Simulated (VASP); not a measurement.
# Ni (P6/mmm) in VASP: a series of runs

Ni is run at these levels: r2SCAN; tasks: single point.

Program: VASP 6.6.1. These are calculated values, not measurements. Logs are shortened: lines on timing, memory, paths and dates and some standing lists are left out, and cuts for length are marked.

## Step 1: The cell of the first run

It takes space group P6/mmm (No. 191, hexagonal). The conventional cell has a = 3.988 Å, b = 3.988 Å, c = 2.427 Å, α = 90.00°, β = 90.00°, γ = 120.00°. Ni (site symmetry 6/mmm) has 14 Ni at 2.43 to 2.60 Å within 3.2 Å. Within 3.0 Å of Ni (site symmetry -6m2) lie 11 Ni at 2.30 to 2.60 Å.

## Step 2: Single point, r2SCAN, collinear spin, ferromagnetic start (volume scaled by 1.04)

POSCAR reads:

```
Ni
1.0
    3.9878314185      0.0000000000      0.0000000000
   -1.9939157092      3.4535633144      0.0000000000
    0.0000000000      0.0000000000      2.4265037372
Ni
3
Direct
    1.0000000000      1.0000000000      0.0000000000
    0.3333333333      0.6666666667      0.5000000000
    0.6666666667      0.3333333333      0.5000000000
```

INCAR.step1 reads:

```
PREC     = Accurate       # precision mode
ENCUT    = 520            # plane-wave cutoff, eV
ISMEAR   = -1             # smearing method
SIGMA    = 0.05           # smearing width, eV
LREAL    = False          # projectors in reciprocal space
LASPH    = True           # aspherical terms in the spheres
NELM     = 150            # most SCF steps
ISPIN    = 2              # spin polarisation
MAGMOM   = 0.783 0.791 0.791 # initial moments
LMAXMIX  = 4              # l up to which the mixer works
NBANDS   = 26             # bands
GGA      = PE             # functional
ALGO     = Normal         # electronic algorithm
EDIFF    = 1E-4           # SCF threshold, eV
LWAVE    = True           # write WAVECAR
LCHARG   = False          # write CHGCAR
```

INCAR.step2 reads:

```
PREC     = Accurate       # precision mode
ENCUT    = 520            # plane-wave cutoff, eV
EDIFF    = 1E-6           # SCF threshold, eV
ISMEAR   = -1             # smearing method
SIGMA    = 0.05           # smearing width, eV
LREAL    = False          # projectors in reciprocal space
LASPH    = True           # aspherical terms in the spheres
NELM     = 150            # most SCF steps
ALGO     = Normal         # electronic algorithm
ISIF     = 2              # what is computed and relaxed
LWAVE    = False          # write WAVECAR
LCHARG   = True           # write CHGCAR
ISPIN    = 2              # spin polarisation
MAGMOM   = 0.783 0.791 0.791 # initial moments
LORBIT   = 11             # projections on sites
LMAXMIX  = 4              # l up to which the mixer works
METAGGA  = R2SCAN         # meta-GGA
LMIXTAU  = True         
LELF     = True           # ELF
LVHAR    = True         
NBANDS   = 26             # bands
ISTART   = 1
```

KPOINTS reads:

```
Automatic mesh
0
Gamma
  10 10 15
```

Potentials or basis: VASP PAW PBE potentials, release 64 (Ni).

The run is started by

```sh
$ cat potpaw_PBE.64/Ni/POTCAR > POTCAR
$ cp INCAR.step1 INCAR
$ mpirun -np 1 vasp_std > vasp.out
$ cp INCAR.step2 INCAR
$ mpirun -np 1 vasp_std > vasp.out
```

OUTCAR:

```text
PREC = Accurate
   ENCUT = 520
   EDIFF = 1E-6
   ISMEAR = -1
   LREAL = False
   LASPH = True
   NELM = 150
   ISIF = 2
   ISPIN = 2
   LORBIT = 11
   METAGGA = R2SCAN
   ISTART = 1

 ion  position               nearest neighbor table
   1  0.000  0.000  0.000-   2 2.60   3 2.60   2 2.60   3 2.60   2 2.60   2 2.60   3 2.60   3 2.60
                             3 2.60   3 2.60   2 2.60   2 2.60
   2  0.333  0.667  0.500-   3 2.30   3 2.30   3 2.30   1 2.60   1 2.60   1 2.60   1 2.60   1 2.60
                             1 2.60
   3  0.667  0.333  0.500-   2 2.30   2 2.30   2 2.30   1 2.60   1 2.60   1 2.60   1 2.60   1 2.60
                             1 2.60

  LATTYP: Found a hexagonal cell.
 ALAT       =     3.9878314185
 C/A-ratio  =     0.6084770098

  Lattice vectors:

 A1 = (   3.9878314185,   0.0000000000,   0.0000000000)
 A2 = (  -1.9939157092,   3.4535633144,   0.0000000000)
 A3 = (   0.0000000000,   0.0000000000,   2.4265037372)

Analysis of symmetry for initial positions (statically):
=====================================================================
 Subroutine PRICEL returns:
 Original cell was already a primitive cell.

 Routine SETGRP: Setting up the symmetry group for a
 hexagonal supercell.

 Subroutine GETGRP returns: Found 24 space group operations
 (whereof 24 operations were pure point group operations)
 out of a pool of 24 trial point group operations.

The static configuration has the point symmetry D_6h.

Analysis of symmetry for dynamics (positions and initial velocities):
=====================================================================
 Subroutine PRICEL returns:
 Original cell was already a primitive cell.

 Routine SETGRP: Setting up the symmetry group for a
 hexagonal supercell.

 Subroutine GETGRP returns: Found 24 space group operations
 (whereof 24 operations were pure point group operations)
 out of a pool of 24 trial point group operations.

The dynamic configuration has the point symmetry D_6h.

Analysis of structural, dynamic, and magnetic symmetry:
=====================================================================
 Subroutine PRICEL returns:
 Original cell was already a primitive cell.

 Routine SETGRP: Setting up the symmetry group for a
 hexagonal supercell.

 Subroutine GETGRP returns: Found 24 space group operations
 (whereof 24 operations were pure point group operations)
 out of a pool of 24 trial point group operations.

The overall configuration has the point symmetry D_6h.

 Subroutine INISYM returns: Found 24 space group operations
 (whereof 24 operations are pure point group operations),
 and found     1 'primitive' translations

----------------------------------------------------------------------------------------

                                     Primitive cell

  volume of cell :      33.4184

  direct lattice vectors                    reciprocal lattice vectors
     3.987831418  0.000000000  0.000000000     0.250762857  0.144778003  0.000000000
    -1.993915709  3.453563314  0.000000000     0.000000000  0.289556006  0.000000000
     0.000000000  0.000000000  2.426503737     0.000000000  0.000000000  0.412115582

  length of vectors
     3.987831418  3.987831418  2.426503737     0.289556006  0.289556006  0.412115582

  position of ions in fractional coordinates (direct lattice)
     0.000000000  0.000000000  0.000000000
     0.333333333  0.666666667  0.500000000
     0.666666667  0.333333333  0.500000000

  ion indices of the primitive-cell ions
   primitive index   ion index
                 1           1
                 2           2
                 3           3

----------------------------------------------------------------------------------------

 KPOINTS: Automatic mesh

Automatic generation of k-mesh.
 Grid dimensions read from file:
 generate k-points for:   10   10   15

 Generating k-lattice:

  Cartesian coordinates                     Fractional coordinates (reciprocal lattice)
     0.025076286  0.014477800  0.000000000     0.100000000  0.000000000  0.000000000
     0.000000000  0.028955601  0.000000000     0.000000000  0.100000000  0.000000000
     0.000000000  0.000000000  0.027474372     0.000000000  0.000000000  0.066666667

  Length of vectors
     0.028955601  0.028955601  0.027474372

  Shift w.r.t. Gamma in fractional coordinates (k-lattice)
     0.000000000  0.000000000  0.000000000

 Subroutine IBZKPT returns following result:
 ===========================================

 Found    112 irreducible k-points:

 Following reciprocal coordinates:
            Coordinates               Weight
  0.000000  0.000000  0.000000      1.000000
  0.100000  0.000000  0.000000      6.000000
  0.200000  0.000000  0.000000      6.000000
  0.300000  0.000000  0.000000      6.000000
  0.400000 -0.000000  0.000000      6.000000
  0.500000  0.000000  0.000000      3.000000
[... 16 lines left out ...]
  0.300000  0.100000  0.066667     24.000000
  0.400000  0.100000  0.066667     24.000000
 [... further k-points ...]
   k-points           NKPTS =    112   k-points in BZ     NKDIM =    112   number of bands    NBANDS=     26
   number of dos      NEDOS =    301   number of ions     NIONS =      3
   total plane-waves  NPLWV =  16200
   dimension x,y,z NGX =    30 NGY =   30 NGZ =   18
   dimension x,y,z NGXF=    60 NGYF=   60 NGZF=   36
   ions per type =               3
   NGX,Y,Z   is equivalent  to a cutoff of  12.51, 12.51, 12.33 a.u.
   NGXF,Y,Z  is equivalent  to a cutoff of  25.01, 25.01, 24.66 a.u.
 SYSTEM =  unknown system
   PREC   = accura    normal or accurate (medium, high low for compatibility)
   ISTART =      1    job   : 0-new  1-cont  2-samecut
   ICHARG =      0    charge: 1-file 2-atom 10-const
   ISPIN  =      2    spin polarized calculation?
   LNONCOLLINEAR =      F non collinear calculations
   LSORBIT =      F    spin-orbit coupling
   LASPH  =      T    aspherical Exc in radial PAW
   ENCUT  =  520.0 eV  38.22 Ry    6.18 a.u.   7.41  7.41  4.51*2*pi/ulx,y,z
   NELM   =    150;   NELMIN=  2; NELMDL=  0     # of ELM steps
   EDIFF  = 0.1E-05   stopping-criterion for ELM
   LREAL  =      F    real-space projection
   EDIFFG = 0.1E-04   stopping-criterion for IOM
   NSW    =      0    number of steps for IOM
   IBRION =     -1    ionic relax: 0-MD 1-quasi-New 2-CG
   NFREE  =      0    steps in history (QN), initial steepest desc. (CG)
   ISIF   =      2    stress and relaxation
   ISYM   =      2    0-nonsym 1-usesym 2-fastsym
   POTIM  = 0.5000    time-step for ionic-motion
   TEBEG  =    0.0;   TEEND  =   0.0 temperature during run
   PSTRESS=    0.0 pullay stress
   NELECT =      30.0000    total number of electrons
   NUPDOWN=      -1.0000    fix difference up-down
   EMIN   =  10.00;   EMAX   =-10.00  energy-range for DOS
   EFERMI =   0.00;   METHOD = LEGACY
   ISMEAR =    -1;   SIGMA  =   0.05  broadening in eV -4-tet -1-fermi 0-gaus
   EFERMI_NEDOS =   21; number of points for ismear=-14 and -15
   IALGO  =     38    algorithm
   IMIX   =      4    mixing-type and parameters
     AMIX     =   0.40;   BMIX     =  1.00
     AMIX_MAG =   1.60;   BMIX_MAG =  1.00
  volume/ion in A,a.u.               =      11.14        75.17
  Fermi-wavevector in a.u.,A,eV,Ry     =   1.579260  2.984368 33.933758  2.494061
  Thomas-Fermi vector in A             =   2.679666
   LORBIT       =     11    0 simple, 1 ext, 2 COOP (PROOUT), +10 PAW based schemes
   METAGGA = R2SCAN    functional components
   LHFCALC =     F    Hartree Fock is set to
   AEXX    =    0.0000 exact exchange contribution
   IVDW    =     0    specifies the selected vdW correction
   LEPSILON=     F    determine dielectric tensor
   LRPA    =     F    only Hartree local field effects (RPA)
 spin polarized calculation
  energy-cutoff  :      520.00
  volume of cell :       33.42
 maximum number of plane-waves:       927
 NGX is ok and might be reduce to    30
   NGX = 15   NGY = 15   NGZ =  9

 number of electron      30.0000008 magnetization       2.1244472

 Free energy of the ion-electron system (eV)
  ---------------------------------------------------
  ext. energy  EPLUGINS =         0.00000000
  ---------------------------------------------------
  free energy    TOTEN  =       -35.40171685 eV

  energy without entropy =      -35.36880863  energy(sigma->0) =      -35.38526274

 E-fermi :   8.9497     XC(G=0): -14.2013

 val. band max:        8.9470977758   @ k =   0.2000   0.1000   0.3333
 cond. band min:       8.9525413901   @ k =   0.3000   0.2000   0.2000
 fundamental gap:      0.0054436143
 Fermi energy:         8.9496918332

 spin component 1

 k-point     1 :       0.0000    0.0000    0.0000
  band No.  band energies     occupation
      1      -0.2308      1.00000
      2       4.4474      1.00000
      3       5.4766      1.00000
      4       5.4768      1.00000
      5       5.4960      1.00000
      6       5.4962      1.00000
[... 18 lines left out ...]
     25      35.8371      0.00000
     26      36.7344      0.00000
[... 644 lines left out ...]
      4       5.3236      1.00000
      5       5.3405      1.00000
      6       5.5534      1.00000
[... 18 lines left out ...]
     25      28.6221      0.00000
     26      29.4526      0.00000

 [... further k-points ...]

 spin component 2

 k-point     1 :       0.0000    0.0000    0.0000
  band No.  band energies     occupation
      1      -0.4682      1.00000
      2       5.1901      1.00000
      3       6.1971      1.00000
      4       6.1971      1.00000
      5       6.3068      1.00000
      6       6.3069      1.00000
[... 18 lines left out ...]
     25      35.7451      0.00000
     26      36.6611      0.00000
[... 644 lines left out ...]
      4       6.3044      1.00000
      5       6.3577      1.00000
      6       6.6670      1.00000
[... 18 lines left out ...]
     25      28.7339      0.00000
     26      29.6404      0.00000

 [... further k-points ...]

------------------------ aborting loop because EDIFF is reached ----------------------------------------

  FORCE on cell =-STRESS in cart. coord.  units (eV):
  Direction    XX          YY          ZZ          XY          YZ          ZX
  --------------------------------------------------------------------------------------
  -------------------------------------------------------------------------------------
  Total       -1.4620700     -1.4620700     -1.4216674     -0.0000000      0.0000000      0.0000000
  in kB      -70.0960546    -70.0960546    -68.1590296     -0.0000000      0.0000000      0.0000000
  external PRESSURE =     -69.4503796 kB  Pullay stress =       0.0000000 kB

 VOLUME and BASIS-vectors are now :
 -----------------------------------------------------------------------------
  energy-cutoff  :      520.00
  volume of cell :       33.42
      direct lattice vectors                 reciprocal lattice vectors
     3.987831418  0.000000000  0.000000000     0.250762857  0.144778003  0.000000000
    -1.993915709  3.453563314  0.000000000     0.000000000  0.289556006  0.000000000
     0.000000000  0.000000000  2.426503737     0.000000000  0.000000000  0.412115582

 POSITION                                       TOTAL-FORCE (eV/Angst)
 -----------------------------------------------------------------------------------
      0.00000      0.00000      0.00000        -0.000000      0.000000      0.000000
     -0.00000      2.30238      1.21325         0.000000      0.000000      0.000000
      1.99392      1.15119      1.21325        -0.000000      0.000000     -0.000000
 -----------------------------------------------------------------------------------
    total drift:                               -0.000000      0.000000      0.000000

  FREE ENERGIE OF THE ION-ELECTRON SYSTEM (eV)
  ---------------------------------------------------
  free  energy   TOTEN  =       -35.4017168484 eV

  energy  without entropy=      -35.3688086266  energy(sigma->0) =      -35.38526274

 total charge

# of ion       s       p       d       tot
------------------------------------------
    1        0.484   0.480   8.297   9.260
    2        0.518   0.502   8.337   9.357
    3        0.518   0.502   8.337   9.357
--------------------------------------------------
tot          1.521   1.483  24.970  27.974

 magnetization (x)

# of ion       s       p       d       tot
------------------------------------------
    1       -0.005  -0.038   0.768   0.725
    2       -0.011  -0.039   0.785   0.735
    3       -0.011  -0.039   0.785   0.735
--------------------------------------------------
tot         -0.027  -0.117   2.339   2.195
```

Run time: 12 min. Hardware: 1 thread of Intel Xeon Platinum 8259CL at 2.50GHz (Skylake/Cascade Lake), shared host; peak memory 0.26 GiB.

What came out:

- Free energy: -35.4017 eV
- Pressure: -6.9 GPa
- Net moment: 2.12 μB per cell
- Site moments: Ni +0.72, +0.73 μB
- Valence electrons inside the program's atomic spheres: Ni 9.26, 9.36

Caveat: the PAW data sets were made with another functional, which shifts forces and pressure a little.

## Step 3: Single point, r2SCAN, collinear spin, ferromagnetic start (volume scaled by 1.08)

POSCAR reads:

```
Ni
1.0
    4.0383156565      0.0000000000      0.0000000000
   -2.0191578283      3.4972839470      0.0000000000
    0.0000000000      0.0000000000      2.4572222354
Ni
3
Direct
    1.0000000000      1.0000000000      0.0000000000
    0.3333333333      0.6666666667      0.5000000000
    0.6666666667      0.3333333333      0.5000000000
```

INCAR.step1 reads:

```
SYSTEM = Ni
ALGO     = Normal         ! electronic algorithm
EDIFF    = 1E-4           ! SCF threshold, eV
ENCUT    = 520            ! plane-wave cutoff, eV
GGA      = PE             ! functional
ISMEAR   = -1             ! smearing method
ISPIN    = 2              ! spin polarisation
LASPH    = .True.         ! aspherical terms in the spheres
LCHARG   = .False.        ! write CHGCAR
LMAXMIX  = 4              ! l up to which the mixer works
LREAL    = .False.        ! projectors in reciprocal space
LWAVE    = .True.         ! write WAVECAR
MAGMOM   = 0.783 0.791 0.791 ! initial moments
NBANDS   = 26             ! bands
NELM     = 150            ! most SCF steps
PREC     = Accurate       ! precision mode
SIGMA    = 0.05           ! smearing width, eV
```

INCAR.step2 reads:

```
SYSTEM = Ni
ALGO     = Normal         ! electronic algorithm
EDIFF    = 1E-6           ! SCF threshold, eV
ENCUT    = 520            ! plane-wave cutoff, eV
ISIF     = 2              ! what is computed and relaxed
ISMEAR   = -1             ! smearing method
ISPIN    = 2              ! spin polarisation
ISTART   = 1            
LASPH    = .True.         ! aspherical terms in the spheres
LCHARG   = .False.        ! write CHGCAR
LMAXMIX  = 4              ! l up to which the mixer works
LMIXTAU  = .True.       
LORBIT   = 11             ! projections on sites
LREAL    = .False.        ! projectors in reciprocal space
LWAVE    = .False.        ! write WAVECAR
MAGMOM   = 0.783 0.791 0.791 ! initial moments
METAGGA  = R2SCAN         ! meta-GGA
NBANDS   = 26             ! bands
NELM     = 150            ! most SCF steps
PREC     = Accurate       ! precision mode
SIGMA    = 0.05           ! smearing width, eV
```

KPOINTS reads:

```
k-points
0
Gamma
  10 10 15
  0 0 0
```

Potentials or basis: VASP PAW PBE potentials, release 64 (Ni).

The run is started by

```sh
$ cat potpaw_PBE.64/Ni/POTCAR > POTCAR
$ cp INCAR.step1 INCAR
$ mpirun -np 1 vasp_std > vasp.out
$ cp INCAR.step2 INCAR
$ mpirun -np 1 vasp_std > vasp.out
```

It took 13 min on 1 thread of Intel Xeon Platinum 8259CL at 2.50GHz (Skylake/Cascade Lake), shared host; peak memory 0.26 GiB.

Results (log left out):

* Free energy: -35.3217 eV
* Pressure: -12.9 GPa
* Net moment: 2.16 μB per cell
* Site moments: Ni +0.75 μB
* Valence electrons inside the program's atomic spheres: Ni 9.20, 9.29

Stress tensor (GPa, compression positive):
```
-13.00   0.00   0.00
  0.00 -13.00   0.00
  0.00   0.00 -12.56
```

Levels at points of the mesh, in eV from the Fermi level:
Spin up:
| k point | band 12 | band 13 | band 14 | band 15 | band 16 | band 17 | band 18 | band 19 | band 20 | band 21 |
| --- | --- | --- | --- | --- | --- | --- | --- | --- | --- | --- |
| (0.00, 0.00, 0.00) | -2.00 | -1.74 | -1.74 | -0.83 | -0.83 | 5.87 | 5.87 | 5.92 | 5.92 | 8.20 |
| (0.50, 0.00, 0.00) | -1.28 | -1.23 | -1.10 | -1.10 | -0.97 | -0.94 | 0.17 | 5.90 | 15.52 | 15.57 |
Spin down:
```tsv
k point	band 12	band 13	band 14	band 15	band 16	band 17
(0.00, 0.00, 0.00)	-0.98	-0.72	-0.72	0.29	0.29	6.20
(0.50, 0.00, 0.00)	-0.26	-0.16	-0.08	0.02	0.14	0.20
```

Caveat: the PAW data sets were made with another functional, which shifts forces and pressure a little.
